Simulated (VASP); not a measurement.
Crystal: GaN.

```
Ga N
1.0
     3.21383    0.00000    0.00000
    -1.60692    2.78326    0.00000
     0.00000    0.00000    5.15195
Ga N
2 2
Direct
  0.33333 0.66667 0.99923
  0.66667 0.33333 0.49923
  0.33333 0.66667 0.38077
  0.66667 0.33333 0.88077
```

- Program: VASP 6.6.1
- Task: relaxation of cell and atoms
- Functional: PBE
- Potentials or basis: VASP PAW PBE potentials, release 64 (Ga_d, N)
- Cutoff: 600 eV
- k mesh: 12 × 12 × 6
- Occupations: gaussian, width 0.02 eV
- Spin: no spin polarisation

At the start: pressure 3.6 GPa; volume 11.52 Å³/atom.

Problem. How do energy, volume and symmetry change on relaxing?

Solution. Over 9 steps the energy falls by 4.7 meV/atom and the volume is 11.76 Å³/atom (+2.0 %); space group P6_3mc (No. 186, to 0.1 Å) before and after.

Step by step:
```csv
step,energy change (eV),largest force (eV/Å),pressure (GPa),volume (Å³)
1,0.0000,0.1214,3.56,46.08
2,-0.0104,0.0947,-2.70,47.81
3,-0.0153,0.1077,-0.42,47.18
4,-0.0152,0.1064,-0.68,47.21
5,-0.0183,0.0462,-0.27,47.12
6,-0.0187,0.0210,-0.17,47.08
7,-0.0187,0.0172,-0.14,47.08
8,-0.0188,0.0116,0.14,47.00
9,-0.0188,0.0009,-0.03,47.03
```

Final structure:
```
Ga N
1.0
     3.21820    0.00000    0.00000
    -1.60910    2.78704    0.00000
     0.00000    0.00000    5.24325
Ga N
2 2
Direct
  0.33333 0.66667 0.00165
  0.66667 0.33333 0.50165
  0.33333 0.66667 0.37835
  0.66667 0.33333 0.87835
```
